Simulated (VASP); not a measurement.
# GaP (rocksalt type) (Fm-3m) in VASP: notebook, part 3 of 3

VASP 6.6.1. Earlier steps stand in the parts before.

## (5) Single point, LDA (10.31 Å³/atom)

This run uses another cell than the first one, of 10.31 Å³/atom.

INCAR reads:

```
SYSTEM = GaP
ALGO = Normal ; EDIFF = 1E-6
ENCUT = 500 ; GGA = CA
GGA_COMPAT = .FALSE. ; ISIF = 2
ISMEAR = -1 ; LASPH = .TRUE.
LCHARG = .FALSE. ; LREAL = .FALSE.
LWAVE = .FALSE. ; NBANDS = 16
NELM = 120 ; PREC = Accurate
SIGMA = 0.1
```

KPOINTS reads:

```
k-points
0
G
  14 14 14
  0 0 0
```

POSCAR reads:

```
GaP
1.0
    0.0000000000      2.1763018671      2.1763018671
    2.1763018671      0.0000000000      2.1763018671
    2.1763018671      2.1763018671      0.0000000000
Ga P
1 1
Direct
    0.0000000000      0.0000000000      0.0000000000
    0.5000000000      0.5000000000      0.5000000000
```

Potentials or basis: VASP PAW LDA potentials, release 64 (Ga_d, P).

On the command line:

```console
$ cat potpaw_LDA.64/Ga_d/POTCAR potpaw_LDA.64/P/POTCAR > POTCAR
$ mpirun -np 1 vasp_std > vasp.out
```

OUTCAR:

```text
SYSTEM = GaP
   EDIFF = 1E-6
   ENCUT = 500
   GGA = CA
   ISIF = 2
   ISMEAR = -1
   LASPH = .TRUE.
   LREAL = .FALSE.
   NELM = 120
   PREC = Accurate

 ion  position               nearest neighbor table
   1  0.000  0.000  0.000-   2 2.18   2 2.18   2 2.18   2 2.18   2 2.18   2 2.18
   2  0.500  0.500  0.500-   1 2.18   1 2.18   1 2.18   1 2.18   1 2.18   1 2.18

  LATTYP: Found a face centered cubic cell.
 ALAT       =     4.3526037342

  Lattice vectors:

 A1 = (   0.0000000000,   2.1763018671,   2.1763018671)
 A2 = (   2.1763018671,   0.0000000000,   2.1763018671)
 A3 = (   2.1763018671,   2.1763018671,   0.0000000000)

Analysis of symmetry for initial positions (statically):
=====================================================================
 Subroutine PRICEL returns:
 Original cell was already a primitive cell.

 Routine SETGRP: Setting up the symmetry group for a
 face centered cubic supercell.

 Subroutine GETGRP returns: Found 48 space group operations
 (whereof 48 operations were pure point group operations)
 out of a pool of 48 trial point group operations.

The static configuration has the point symmetry O_h .

Analysis of symmetry for dynamics (positions and initial velocities):
[... 155 lines left out ...]

  energy without entropy =       -6.68937860  energy(sigma->0) =       -6.70114842

 E-fermi :  13.9520     XC(G=0): -13.8157

 val. band max:       13.9490663353   @ k =   0.5000   0.3571   0.0714
 cond. band min:      13.9706118719   @ k =   0.2143   0.1429   0.0714
 fundamental gap:      0.0215455366
 Fermi energy:        13.9519969351

 k-point     1 :       0.0000    0.0000    0.0000
  band No.  band energies     occupation
      1      -4.9069      2.00000
      2      -2.4176      2.00000
      3      -2.4176      2.00000
      4      -2.3546      2.00000
      5      -2.3546      2.00000
      6      -2.3546      2.00000
[... 433 lines left out ...]
      3      -2.4282      2.00000
      4      -2.3984      2.00000
      5      -2.2113      2.00000
      6      -2.1498      2.00000
[... 8 lines left out ...]
     15      26.2004      0.00000
     16      28.0213      0.00000

 [... further k-points ...]
[... 5 lines left out ...]
  --------------------------------------------------------------------------------------
  -------------------------------------------------------------------------------------
  Total       16.1187537     16.1187537     16.1187537     -0.0000000      0.0000000     -0.0000000
  in kB     1252.7218159   1252.7218159   1252.7218159     -0.0000000      0.0000000     -0.0000000
  external PRESSURE =    1252.7218159 kB  Pullay stress =       0.0000000 kB

 VOLUME and BASIS-vectors are now :
 -----------------------------------------------------------------------------
  energy-cutoff  :      500.00
  volume of cell :       20.62
      direct lattice vectors                 reciprocal lattice vectors
     0.000000000  2.176301867  2.176301867    -0.229747540  0.229747540  0.229747540
     2.176301867  0.000000000  2.176301867     0.229747540 -0.229747540  0.229747540
     2.176301867  2.176301867  0.000000000     0.229747540  0.229747540 -0.229747540

 POSITION                                       TOTAL-FORCE (eV/Angst)
 -----------------------------------------------------------------------------------
      0.00000      0.00000      0.00000         0.000000      0.000000     -0.000000
      2.17630      2.17630      2.17630        -0.000000     -0.000000      0.000000
 -----------------------------------------------------------------------------------
    total drift:                                0.000000     -0.000000     -0.000000

  FREE ENERGIE OF THE ION-ELECTRON SYSTEM (eV)
  ---------------------------------------------------
  free  energy   TOTEN  =        -6.7129182484 eV

  energy  without entropy=       -6.6893786009  energy(sigma->0) =       -6.70114842
```

OSZICAR:

```text
N       E                     dE             d eps       ncg     rms          rms(c)
DAV:   1     0.678734582943E+02    0.67873E+02   -0.87586E+03  3840   0.199E+03
DAV:   2    -0.351959064778E+01   -0.71393E+02   -0.68303E+02  3744   0.293E+02
DAV:   3    -0.706784525387E+01   -0.35483E+01   -0.35129E+01  4248   0.535E+01
DAV:   4    -0.710090358803E+01   -0.33058E-01   -0.33053E-01  3992   0.513E+00
DAV:   5    -0.710137261950E+01   -0.46903E-03   -0.46902E-03  4408   0.568E-01    0.836E+00
DAV:   6    -0.678005441269E+01    0.32132E+00   -0.36514E-01  5208   0.213E+01    0.533E+00
DAV:   7    -0.671852822624E+01    0.61526E-01   -0.10366E-01  5104   0.392E+00    0.194E+00
DAV:   8    -0.671326426128E+01    0.52640E-02   -0.98877E-03  4256   0.199E+00    0.244E-01
DAV:   9    -0.671293873586E+01    0.32553E-03   -0.11944E-03  4504   0.705E-01    0.157E-01
DAV:  10    -0.671291824120E+01    0.20495E-04   -0.80548E-05  4048   0.804E-02    0.533E-02
DAV:  11    -0.671291824842E+01   -0.72209E-08   -0.34320E-06  4400   0.147E-02
   1 F= -.67129182E+01 E0= -.67011484E+01  d E =-.235396E-01
```

stdout:

```text
POSCAR found type information on POSCAR GaP
 POSCAR found :  2 types and       2 ions
 scaLAPACK will be used
 LDA part: xc-table for (Slater(with rela. corr.)+CA(PZ))
 , standard interpolation
 POSCAR, INCAR and KPOINTS ok, starting setup
 FFT: planning ... GRIDC
 FFT: planning ... GRID_SOFT
 FFT: planning ... GRID
 WAVECAR not read
 entering main loop
```

Wall time 25 s (1 thread of Intel Xeon Platinum 8259CL at 2.50GHz (Skylake/Cascade Lake), shared host); peak memory 0.15 GiB.

What came out:

* Free energy: -6.7129 eV
* Pressure: 125.3 GPa
* Band gap on the k mesh: zero (bands 9 and 10 overlap by 3.37 eV)

Caveat: the cell stands under pressure.

## (6) Single point, LDA (11.60 Å³/atom)

This run uses another cell than the first one, of 11.60 Å³/atom.

INCAR reads:

```
PREC = Accurate
ENCUT = 500
EDIFF = 1E-6
ISMEAR = -1
SIGMA = 0.1
LREAL = F
LASPH = T
NELM = 120
ALGO = Normal
ISIF = 2
LWAVE = F
LCHARG = T
GGA = CA
LELF = T
LVHAR = T
NBANDS = 16
GGA_COMPAT = F
```

KPOINTS reads:

```
Automatic mesh
0
Gamma
  14 14 14
```

POSCAR reads:

```
GaP
1.0
    0.0000000000      2.2634451540      2.2634451540
    2.2634451540      0.0000000000      2.2634451540
    2.2634451540      2.2634451540      0.0000000000
Ga P
1 1
Direct
    0.0000000000      0.0000000000      0.0000000000
    0.5000000000      0.5000000000      0.5000000000
```

Potentials or basis: VASP PAW LDA potentials, release 64 (Ga_d, P).

On the command line:

```console
$ cat potpaw_LDA.64/Ga_d/POTCAR potpaw_LDA.64/P/POTCAR > POTCAR
$ mpirun -np 1 vasp_std > vasp.out
```

OUTCAR:

```text
PREC = Accurate
   ENCUT = 500
   EDIFF = 1E-6
   ISMEAR = -1
   LREAL = F
   LASPH = T
   NELM = 120
   ISIF = 2
   GGA = CA

 ion  position               nearest neighbor table
   1  0.000  0.000  0.000-   2 2.26   2 2.26   2 2.26   2 2.26   2 2.26   2 2.26
   2  0.500  0.500  0.500-   1 2.26   1 2.26   1 2.26   1 2.26   1 2.26   1 2.26

  LATTYP: Found a face centered cubic cell.
 ALAT       =     4.5268903080

  Lattice vectors:

 A1 = (   0.0000000000,   2.2634451540,   2.2634451540)
 A2 = (   2.2634451540,   0.0000000000,   2.2634451540)
 A3 = (   2.2634451540,   2.2634451540,   0.0000000000)

Analysis of symmetry for initial positions (statically):
=====================================================================
 Subroutine PRICEL returns:
 Original cell was already a primitive cell.

 Routine SETGRP: Setting up the symmetry group for a
 face centered cubic supercell.

 Subroutine GETGRP returns: Found 48 space group operations
 (whereof 48 operations were pure point group operations)
[... 155 lines left out ...]
 Free energy of the ion-electron system (eV)
  ---------------------------------------------------
  ext. energy  EPLUGINS =         0.00000000
  ---------------------------------------------------
  free energy    TOTEN  =        -8.26197439 eV

  energy without entropy =       -8.23794129  energy(sigma->0) =       -8.24995784

 E-fermi :  11.8241     XC(G=0): -13.1734

 val. band max:       11.8190415111   @ k =   0.2143   0.1429   0.0714
 cond. band min:      11.8328368293   @ k =  -0.4286   0.0714   0.0000
 fundamental gap:      0.0137953182
 Fermi energy:        11.8241185373

 k-point     1 :       0.0000    0.0000    0.0000
  band No.  band energies     occupation
      1      -5.4595      2.00000
      2      -3.9627      2.00000
      3      -3.9627      2.00000
      4      -3.9091      2.00000
      5      -3.9091      2.00000
      6      -3.9091      2.00000
[... 433 lines left out ...]
      3      -3.9618      2.00000
      4      -3.8889      2.00000
      5      -3.8070      2.00000
      6      -3.5364      2.00000
[... 8 lines left out ...]
     15      23.4541      0.00000
     16      24.8164      0.00000

 [... further k-points ...]
[... 5 lines left out ...]
  --------------------------------------------------------------------------------------
  -------------------------------------------------------------------------------------
  Total       10.3931783     10.3931783     10.3931783     -0.0000000     -0.0000000      0.0000000
  in kB      717.9910643    717.9910643    717.9910643     -0.0000000     -0.0000000      0.0000000
  external PRESSURE =     717.9910643 kB  Pullay stress =       0.0000000 kB

 VOLUME and BASIS-vectors are now :
 -----------------------------------------------------------------------------
  energy-cutoff  :      500.00
  volume of cell :       23.19
      direct lattice vectors                 reciprocal lattice vectors
     0.000000000  2.263445154  2.263445154    -0.220902194  0.220902194  0.220902194
     2.263445154  0.000000000  2.263445154     0.220902194 -0.220902194  0.220902194
     2.263445154  2.263445154  0.000000000     0.220902194  0.220902194 -0.220902194

 POSITION                                       TOTAL-FORCE (eV/Angst)
 -----------------------------------------------------------------------------------
      0.00000      0.00000      0.00000         0.000000     -0.000000      0.000000
      2.26345      2.26345      2.26345        -0.000000      0.000000     -0.000000
 -----------------------------------------------------------------------------------
    total drift:                                0.000000     -0.000000     -0.000000

  FREE ENERGIE OF THE ION-ELECTRON SYSTEM (eV)
  ---------------------------------------------------
  free  energy   TOTEN  =        -8.2619743927 eV

  energy  without entropy=       -8.2379412919  energy(sigma->0) =       -8.24995784
```

stdout:

```text
POSCAR found type information on POSCAR GaP
 POSCAR found :  2 types and       2 ions
 scaLAPACK will be used
 LDA part: xc-table for (Slater(with rela. corr.)+CA(PZ))
 , standard interpolation
 POSCAR, INCAR and KPOINTS ok, starting setup
 FFT: planning ... GRIDC
 FFT: planning ... GRID_SOFT
 FFT: planning ... GRID
 WAVECAR not read
 entering main loop
```

Run time: 37 s. Hardware: 1 thread of Intel Xeon Platinum 8259CL at 2.50GHz (Skylake/Cascade Lake), shared host; peak memory 0.15 GiB.

Results:

```yaml
Free_energy: -8.2620 eV
Pressure: 71.8 GPa
Band_gap_on_the_k_mesh: zero (bands 9 and 10 overlap by 3.49 eV)
```

Caveat: the cell stands under pressure.

## (7) Overview

```csv
cell,gap on the mesh (eV),pressure (GPa)
"a = 2.926 Å, angles 60.0°, 2 atoms",none,230.5
"a = 3.078 Å, angles 60.0°, 2 atoms",none,125.3
"a = 3.201 Å, angles 60.0°, 2 atoms",none,71.8
```

Alike in all rows: task single point; level LDA; potentials or basis VASP PAW LDA potentials, release 64 (Ga_d, P); no spin polarisation; k mesh 14 × 14 × 14; cutoff (eV) 500; smearing fermi-dirac 0.1 eV.

Caveats: the cell stands under pressure.

Total energies depend on the potentials used, so only differences within one code and one set of settings carry meaning.

The gap in the log of VASP goes by the Fermi energy; the results here count the filled bands.